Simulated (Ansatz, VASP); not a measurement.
# Os: VASP beside Ansatz

```
CELL_PARAMETERS angstrom
2.73410 0.00000 0.00000
-1.36705 2.36780 0.00000
0.00000 0.00000 4.31970
ATOMIC_POSITIONS crystal
Os 0.33333 0.66667 0.25000
Os 0.66667 0.33333 0.75000
```

Alike in both runs: task relaxation of cell and atoms; functional PBEsol; k mesh 20 × 20 × 12; occupations fermi-dirac, width 0.05 eV; no spin polarisation.

```csv
,VASP,Ansatz
version,VASP 6.6.1,Ansatz 0.2.0
potentials or method,"VASP PAW PBE potentials, release 64 (Os)","PAW with Ansatz's default frozen-core files, scalar-relativistic"
plane-wave cutoff (eV),600,420
valence electrons in the cell,16,32
```

VASP gave:

```
relaxed volume (Å³/atom)                                                      : 13.91
relaxed length of the cell vector where the two differ most in proportion (Å) : 2.731
```

Q: Which values does Ansatz return?

A: Relaxed volume (Å³/atom): 13.89; relaxed length of the cell vector where the two differ most in proportion (Å): 2.729.

VASP's potentials were made for PBE, not for PBEsol. VASP's potentials hold 16 valence electrons a cell and Ansatz's 32, so a difference there can come from the potentials and not from the codes.

Neither program's run includes spin-orbit coupling.
